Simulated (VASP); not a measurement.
Crystal: BaBe3.

```xyz
4
Lattice="-1.8936 1.8936 4.2298 1.8936 -1.8936 4.2298 1.8936 1.8936 -4.2298" Properties=species:S:1:pos:R:3 pbc="T T T"
Ba    0.0000    0.0000    0.0000
Be    0.0000    0.0000    4.2298
Be    1.8936    0.0000    2.1149
Be    0.0000    1.8936    2.1149
```

```yaml
Program: VASP 6.6.1
Task: relaxation of cell and atoms
Functional: r2SCAN
Potentials_or_basis: VASP PAW PBE potentials, release 64 (Ba_sv, Be)
Cutoff: 600 eV
k_mesh: 6 × 6 × 6
Occupations: gaussian, width 0.1 eV
Spin: no spin polarisation
```

At the start: pressure 14.8 GPa; volume 15.17 Å³/atom.

Task: Where does the relaxation end?

Result: Over 10 steps the energy falls by 564.2 meV/atom and the volume is 19.20 Å³/atom (+26.6 %); space group I4/mmm (No. 139, to 0.1 Å) before, Fm-3m (No. 225, to 0.1 Å).

Step by step:
```
step  energy change (eV)  largest force (eV/Å)  pressure (GPa)  volume (Å³)
   1              0.0000                0.0000           14.83        60.66
   2             -1.1795                0.0000            3.40        73.64
   3             -1.5250                0.0000           -2.76        87.19
   4             -1.5282                0.0000           -3.17        88.67
   5             -1.9437                0.0000           -3.39        86.41
   6             -2.1480                0.0000           -3.05        84.25
   7             -2.1763                0.0000           -0.66        78.65
   8             -2.2223                0.0000           -2.24        81.90
   9             -2.2254                0.0000           -2.11        81.59
  10             -2.2569                0.0000            0.18        76.78
```

Final structure:
```cif
data_structure
_symmetry_space_group_name_H-M 'P 1'
_symmetry_Int_Tables_number 1
_cell_length_a 4.7649
_cell_length_b 4.7649
_cell_length_c 4.7649
_cell_angle_alpha 119.753
_cell_angle_beta 119.753
_cell_angle_gamma 90.428
_cell_volume 76.78
loop_
_atom_site_label
_atom_site_type_symbol
_atom_site_fract_x
_atom_site_fract_y
_atom_site_fract_z
_atom_site_occupancy
Ba1 Ba 0.00000 0.00000 0.00000 1
Be1 Be 0.50000 0.50000 0.00000 1
Be2 Be 0.25000 0.75000 0.50000 1
Be3 Be 0.75000 0.25000 0.50000 1
```

Caveat: the volume moved by over 15 % at a fixed basis, so the end points are rough; the PAW data sets were made with another functional, which shifts forces and pressure a little.
